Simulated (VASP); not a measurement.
# CdSe (F-43m) in VASP: notebook

Runs on CdSe. Level: r2SCAN+D3(BJ). Tasks: single point.

All numbers are computed with VASP 6.6.1; they aren't measurements. Logs are shortened: lines on timing, memory, paths and dates and some standing lists are left out, and cuts for length are marked.

## 1. The cell of the first run

Symmetry: F-43m, No. 216, cubic system. Conventional cell: a = 6.141 Å, b = 6.141 Å, c = 6.141 Å, α = 90.00°, β = 90.00°, γ = 90.00°. Within 3.5 Å of Cd (site symmetry -43m) lie 4 Se at 2.66 Å. Se (site symmetry -43m) has 4 Cd at 2.66 Å within 3.5 Å.

## 2. Single point, r2SCAN+D3(BJ)

File POSCAR:

```
CdSe
1.0
    0.0000000000      3.0702711986      3.0702711986
    3.0702711986      0.0000000000      3.0702711986
    3.0702711986      3.0702711986      0.0000000000
Cd Se
1 1
Direct
    0.0000000000      0.0000000000      0.0000000000
    0.2500000000      0.2500000000      0.2500000000
```

File INCAR.step1:

```
SYSTEM = CdSe
ALGO = Normal ; EDIFF = 1E-4
ENCUT = 520 ; GGA = PE
ISMEAR = -1 ; LASPH = .TRUE.
LCHARG = .FALSE. ; LREAL = .FALSE.
LWAVE = .TRUE. ; NBANDS = 16
NELM = 80 ; PREC = Accurate
SIGMA = 0.05
```

File INCAR.step2:

```
SYSTEM = CdSe
ALGO = Normal ; EDIFF = 1E-6
ENCUT = 520 ; ISIF = 2
ISMEAR = -1 ; ISTART = 1
IVDW = 12 ; LASPH = .TRUE.
LCHARG = .TRUE. ; LELF = .TRUE.
LMIXTAU = .TRUE. ; LREAL = .FALSE.
LVHAR = .TRUE. ; LWAVE = .FALSE.
METAGGA = R2SCAN ; NBANDS = 16
NELM = 80 ; PREC = Accurate
SIGMA = 0.05 ; VDW_A1 = 0.49484001
VDW_A2 = 5.73083694 ; VDW_S6 = 1.0
VDW_S8 = 0.78981345
```

File KPOINTS:

```
k-points
0
G
  8 8 8
  0 0 0
```

Potentials or basis: VASP PAW PBE potentials, release 64 (Cd, Se).

On the command line:

```
$ cat potpaw_PBE.64/Cd/POTCAR potpaw_PBE.64/Se/POTCAR > POTCAR
$ cp INCAR.step1 INCAR
$ mpirun -np 1 vasp_std > vasp.out
$ cp INCAR.step2 INCAR
$ mpirun -np 1 vasp_std > vasp.out
```

OUTCAR:

```text
SYSTEM = CdSe
   EDIFF = 1E-6
   ENCUT = 520
   ISIF = 2
   ISMEAR = -1
   ISTART = 1
   IVDW = 12
   LASPH = .TRUE.
   LREAL = .FALSE.
   METAGGA = R2SCAN
   NELM = 80
   PREC = Accurate
 IVDW          = 12

 ion  position               nearest neighbor table
   1  0.000  0.000  0.000-   2 2.66   2 2.66   2 2.66   2 2.66
   2  0.250  0.250  0.250-   1 2.66   1 2.66   1 2.66   1 2.66

  LATTYP: Found a face centered cubic cell.
 ALAT       =     6.1405423972

  Lattice vectors:

 A1 = (   0.0000000000,   3.0702711986,   3.0702711986)
 A2 = (   3.0702711986,   0.0000000000,   3.0702711986)
 A3 = (   3.0702711986,   3.0702711986,   0.0000000000)

Analysis of symmetry for initial positions (statically):
=====================================================================
 Subroutine PRICEL returns:
 Original cell was already a primitive cell.

 Routine SETGRP: Setting up the symmetry group for a
 face centered cubic supercell.

 Subroutine GETGRP returns: Found 24 space group operations
 (whereof 24 operations were pure point group operations)
 out of a pool of 48 trial point group operations.

The static configuration has the point symmetry T_d .

Analysis of symmetry for dynamics (positions and initial velocities):
=====================================================================
 Subroutine PRICEL returns:
 Original cell was already a primitive cell.

 Routine SETGRP: Setting up the symmetry group for a
 face centered cubic supercell.

 Subroutine GETGRP returns: Found 24 space group operations
 (whereof 24 operations were pure point group operations)
 out of a pool of 48 trial point group operations.

The dynamic configuration has the point symmetry T_d .

 Subroutine INISYM returns: Found 24 space group operations
 (whereof 24 operations are pure point group operations),
 and found     1 'primitive' translations

----------------------------------------------------------------------------------------

                                     Primitive cell

  volume of cell :      57.8842

  direct lattice vectors                    reciprocal lattice vectors
     0.000000000  3.070271199  3.070271199    -0.162852063  0.162852063  0.162852063
     3.070271199  0.000000000  3.070271199     0.162852063 -0.162852063  0.162852063
     3.070271199  3.070271199  0.000000000     0.162852063  0.162852063 -0.162852063

  length of vectors
     4.342019169  4.342019169  4.342019169     0.282068048  0.282068048  0.282068048

  position of ions in fractional coordinates (direct lattice)
     0.000000000  0.000000000  0.000000000
     0.250000000  0.250000000  0.250000000

  ion indices of the primitive-cell ions
   primitive index   ion index
                 1           1
                 2           2

----------------------------------------------------------------------------------------

 KPOINTS: k-points

Automatic generation of k-mesh.
 Grid dimensions read from file:
 generate k-points for:    8    8    8

 Generating k-lattice:

  Cartesian coordinates                     Fractional coordinates (reciprocal lattice)
    -0.020356508  0.020356508  0.020356508     0.125000000  0.000000000  0.000000000
     0.020356508 -0.020356508  0.020356508     0.000000000  0.125000000  0.000000000
     0.020356508  0.020356508 -0.020356508     0.000000000  0.000000000  0.125000000

  Length of vectors
     0.035258506  0.035258506  0.035258506

  Shift w.r.t. Gamma in fractional coordinates (k-lattice)
     0.000000000  0.000000000  0.000000000

 Subroutine IBZKPT returns following result:
 ===========================================

 Found     29 irreducible k-points:

 Following reciprocal coordinates:
            Coordinates               Weight
  0.000000  0.000000  0.000000      1.000000
  0.125000  0.000000  0.000000      8.000000
  0.250000  0.000000  0.000000      8.000000
  0.375000  0.000000  0.000000      8.000000
  0.500000  0.000000  0.000000      4.000000
  0.125000  0.125000  0.000000      6.000000
[... 16 lines left out ...]
  0.500000  0.250000  0.125000     48.000000
 -0.375000  0.250000  0.125000     24.000000
 [... further k-points ...]
   k-points           NKPTS =     29   k-points in BZ     NKDIM =     29   number of bands    NBANDS=     16
   number of dos      NEDOS =    301   number of ions     NIONS =      2
   total plane-waves  NPLWV =  32768
   dimension x,y,z NGX =    32 NGY =   32 NGZ =   32
   dimension x,y,z NGXF=    64 NGYF=   64 NGZF=   64
   ions per type =               1   1
   NGX,Y,Z   is equivalent  to a cutoff of  12.25, 12.25, 12.25 a.u.
   NGXF,Y,Z  is equivalent  to a cutoff of  24.50, 24.50, 24.50 a.u.
 SYSTEM =  CdSe
   PREC   = accura    normal or accurate (medium, high low for compatibility)
   ISTART =      1    job   : 0-new  1-cont  2-samecut
   ICHARG =      0    charge: 1-file 2-atom 10-const
   ISPIN  =      1    spin polarized calculation?
   LNONCOLLINEAR =      F non collinear calculations
   LSORBIT =      F    spin-orbit coupling
   LASPH  =      T    aspherical Exc in radial PAW
   ENCUT  =  520.0 eV  38.22 Ry    6.18 a.u.   8.07  8.07  8.07*2*pi/ulx,y,z
   NELM   =     80;   NELMIN=  2; NELMDL=  0     # of ELM steps
   EDIFF  = 0.1E-05   stopping-criterion for ELM
   LREAL  =      F    real-space projection
   EDIFFG = 0.1E-04   stopping-criterion for IOM
   NSW    =      0    number of steps for IOM
   IBRION =     -1    ionic relax: 0-MD 1-quasi-New 2-CG
   NFREE  =      0    steps in history (QN), initial steepest desc. (CG)
   ISIF   =      2    stress and relaxation
   ISYM   =      2    0-nonsym 1-usesym 2-fastsym
   POTIM  = 0.5000    time-step for ionic-motion
   TEBEG  =    0.0;   TEEND  =   0.0 temperature during run
   PSTRESS=    0.0 pullay stress
   NELECT =      18.0000    total number of electrons
   NUPDOWN=      -1.0000    fix difference up-down
   EMIN   =  10.00;   EMAX   =-10.00  energy-range for DOS
   EFERMI =   0.00;   METHOD = LEGACY
   ISMEAR =    -1;   SIGMA  =   0.05  broadening in eV -4-tet -1-fermi 0-gaus
   EFERMI_NEDOS =   21; number of points for ismear=-14 and -15
   IALGO  =     38    algorithm
   IMIX   =      4    mixing-type and parameters
     AMIX     =   0.40;   BMIX     =  1.00
     AMIX_MAG =   1.60;   BMIX_MAG =  1.00
  volume/ion in A,a.u.               =      28.94       195.31
  Fermi-wavevector in a.u.,A,eV,Ry     =   1.109121  2.095935 16.737199  1.230149
  Thomas-Fermi vector in A             =   2.245657
   LORBIT       =      0    0 simple, 1 ext, 2 COOP (PROOUT), +10 PAW based schemes
   METAGGA = R2SCAN    functional components
   LHFCALC =     F    Hartree Fock is set to
   AEXX    =    0.0000 exact exchange contribution
   IVDW    =    12    specifies the selected vdW correction
   LEPSILON=     F    determine dielectric tensor
   LRPA    =     F    only Hartree local field effects (RPA)
 non-spin polarized calculation
  energy-cutoff  :      520.00
  volume of cell :       57.88
 maximum number of plane-waves:      1588
   NGX = 17   NGY = 17   NGZ = 17

 number of electron      18.0000008 magnetization

 Free energy of the ion-electron system (eV)
  ---------------------------------------------------
  ext. energy  EPLUGINS =         0.00000000
  ---------------------------------------------------
  free energy    TOTEN  =       -35.91593283 eV

  energy without entropy =      -35.91593246  energy(sigma->0) =      -35.91593264

 E-fermi :   0.9701     XC(G=0):  -9.2915

 val. band max:        0.4194370191   @ k =   0.0000   0.0000   0.0000
 cond. band min:       1.4412491989   @ k =   0.0000   0.0000   0.0000
 fundamental gap:      1.0218121798
 Fermi energy:         0.9700999385

 k-point     1 :       0.0000    0.0000    0.0000
  band No.  band energies     occupation
      1     -12.4384      2.00000
      2      -7.6557      2.00000
      3      -7.6557      2.00000
      4      -7.6557      2.00000
      5      -7.2857      2.00000
      6      -7.2857      2.00000
[... 8 lines left out ...]
     15      12.0054      0.00000
     16      12.0054      0.00000

 k-point     2 :       0.1250    0.0000    0.0000
  band No.  band energies     occupation
      1     -12.3872      2.00000
      2      -7.6390      2.00000
      3      -7.6390      2.00000
      4      -7.6055      2.00000
      5      -7.2864      2.00000
      6      -7.2864      2.00000
[... 8 lines left out ...]
     15      11.2178      0.00000
     16      11.3605      0.00000

 k-point     3 :       0.2500    0.0000    0.0000
  band No.  band energies     occupation
      1     -12.2621      2.00000
      2      -7.6022      2.00000
      3      -7.6022      2.00000
      4      -7.4398      2.00000
      5      -7.2834      2.00000
      6      -7.2834      2.00000
[... 8 lines left out ...]
     15      10.9779      0.00000
     16      10.9779      0.00000

 k-point     4 :       0.3750    0.0000    0.0000
  band No.  band energies     occupation
      1     -12.1357      2.00000
      2      -7.5723      2.00000
      3      -7.5723      2.00000
      4      -7.2717      2.00000
      5      -7.2717      2.00000
      6      -7.1710      2.00000
[... 8 lines left out ...]
     15      11.9054      0.00000
     16      11.9054      0.00000
[... 324 lines left out ...]
 k-point    22 :       0.3750    0.2500    0.1250
  band No.  band energies     occupation
      1     -12.1696      2.00000
      2      -7.5613      2.00000
      3      -7.5419      2.00000
      4      -7.3873      2.00000
      5      -7.2759      2.00000
      6      -7.2406      2.00000
[... 8 lines left out ...]
     15      12.4839      0.00000
     16      13.6134      0.00000

 k-point    23 :       0.5000    0.2500    0.1250
  band No.  band energies     occupation
      1     -12.0693      2.00000
      2      -7.5316      2.00000
      3      -7.5157      2.00000
      4      -7.3269      2.00000
      5      -7.2646      2.00000
      6      -7.0542      2.00000
[... 8 lines left out ...]
     15      12.8641      0.00000
     16      13.5140      0.00000

 k-point    24 :      -0.3750    0.2500    0.1250
  band No.  band energies     occupation
      1     -12.0279      2.00000
      2      -7.5251      2.00000
      3      -7.5042      2.00000
      4      -7.3032      2.00000
      5      -7.2700      2.00000
      6      -6.9201      2.00000
[... 8 lines left out ...]
     15      12.5938      0.00000
     16      13.5936      0.00000

 [... further k-points ...]

------------------------ aborting loop because EDIFF is reached ----------------------------------------

 Edisp (eV)   -0.29953

 E8    (eV) :    -0.1009

  FORCE on cell =-STRESS in cart. coord.  units (eV):
  Direction    XX          YY          ZZ          XY          YZ          ZX
  --------------------------------------------------------------------------------------
  -------------------------------------------------------------------------------------
  Total      -0.28069    -0.28069    -0.28069     0.00000     0.00000     0.00000
  in kB      -7.76917    -7.76917    -7.76917     0.00000     0.00000     0.00000
  external pressure =       -7.77 kB  Pullay stress =        0.00 kB

 VOLUME and BASIS-vectors are now :
 -----------------------------------------------------------------------------
  energy-cutoff  :      520.00
  volume of cell :       57.88
      direct lattice vectors                 reciprocal lattice vectors
     0.000000000  3.070271199  3.070271199    -0.162852063  0.162852063  0.162852063
     3.070271199  0.000000000  3.070271199     0.162852063 -0.162852063  0.162852063
     3.070271199  3.070271199  0.000000000     0.162852063  0.162852063 -0.162852063

 POSITION                                       TOTAL-FORCE (eV/Angst)
 -----------------------------------------------------------------------------------
      0.00000      0.00000      0.00000        -0.000000     -0.000000     -0.000000
      1.53514      1.53514      1.53514         0.000000      0.000000      0.000000
 -----------------------------------------------------------------------------------
    total drift:                               -0.000004     -0.000004     -0.000004

  FREE ENERGIE OF THE ION-ELECTRON SYSTEM (eV)
  ---------------------------------------------------
  free  energy   TOTEN  =       -36.2154587566 eV

  energy  without entropy=      -36.2154583860  energy(sigma->0) =      -36.21545857
```

Run time: 1.9 min. Hardware: 1 thread of AMD EPYC 7R43 (Zen 3), shared host; peak memory 0.16 GiB.

What came out:

| Property | Result |
| --- | --- |
| Free energy | -36.2155 eV |
| Pressure | -0.8 GPa |
| Band gap on the k mesh | 1.02 eV, direct |
| Dispersion energy per atom | -0.150 eV |

Caveat: the PAW data sets were made with another functional, which shifts forces and pressure a little. r2SCAN opens gaps a little over a GGA but as a rule still falls short of measured ones.

## 3. Single point, r2SCAN+D3(BJ)

This run uses another cell than the first one, of 29.52 Å³/atom, 1.020 times its volume.

File POSCAR:

```
CdSe
1.0
    0.0000000000      3.0906047130      3.0906047130
    3.0906047130      0.0000000000      3.0906047130
    3.0906047130      3.0906047130      0.0000000000
Cd Se
1 1
Direct
    0.0000000000      0.0000000000      0.0000000000
    0.2500000000      0.2500000000      0.2500000000
```

File INCAR.step1:

```
PREC = Accurate ; ENCUT = 520
ISMEAR = -1 ; SIGMA = 0.05
LREAL = False ; LASPH = True
NELM = 100 ; NBANDS = 16
GGA = PE ; ALGO = Normal
EDIFF = 1E-4 ; LWAVE = True
LCHARG = False
```

File INCAR.step2:

```
PREC = Accurate ; ENCUT = 520
EDIFF = 1E-6 ; ISMEAR = -1
SIGMA = 0.05 ; LREAL = False
LASPH = True ; NELM = 100
ALGO = Normal ; ISIF = 2
LWAVE = False ; LCHARG = True
METAGGA = R2SCAN ; LMIXTAU = True
IVDW = 12 ; VDW_S6 = 1.0
VDW_S8 = 0.78981345 ; VDW_A1 = 0.49484001
VDW_A2 = 5.73083694 ; LELF = True
LVHAR = True ; NBANDS = 16
ISTART = 1
```

File KPOINTS:

```
Automatic mesh
0
Gamma
  8 8 8
```

Potentials or basis: VASP PAW PBE potentials, release 64 (Cd, Se).

On the command line:

```
$ cat potpaw_PBE.64/Cd/POTCAR potpaw_PBE.64/Se/POTCAR > POTCAR
$ cp INCAR.step1 INCAR
$ mpirun -np 1 vasp_std > vasp.out
$ cp INCAR.step2 INCAR
$ mpirun -np 1 vasp_std > vasp.out
```

Wall time 2.9 min (1 thread of AMD EPYC 7R43 (Zen 3), shared host); peak memory 0.19 GiB.

The run converged. Its results:

* Free energy: -36.2064 eV
* Pressure: -1.7 GPa
* Band gap on the k mesh: 0.98 eV, direct
* Dispersion energy per atom: -0.147 eV

Levels at points of the mesh, in eV from the valence-band top:
| k point | band 5 | band 6 | band 7 | band 8 | band 9 | band 10 | band 11 | band 12 | band 13 | band 14 |
| --- | --- | --- | --- | --- | --- | --- | --- | --- | --- | --- |
| (0.00, 0.00, 0.00) | -7.67 | -7.67 | 0.00 | 0.00 | 0.00 | 0.98 | 6.47 | 6.47 | 6.47 | 10.10 |
| (0.50, 0.00, 0.00) | -7.65 | -7.40 | -4.14 | -0.69 | -0.69 | 2.79 | 6.91 | 6.91 | 7.67 | 10.42 |
| (0.50, 0.50, 0.00) | -7.62 | -7.34 | -3.86 | -1.72 | -1.72 | 3.54 | 4.10 | 9.45 | 10.66 | 10.66 |

Caveat: the PAW data sets were made with another functional, which shifts forces and pressure a little. r2SCAN opens gaps a little over a GGA but as a rule still falls short of measured ones.

(Part 1 of 2 ends here.)
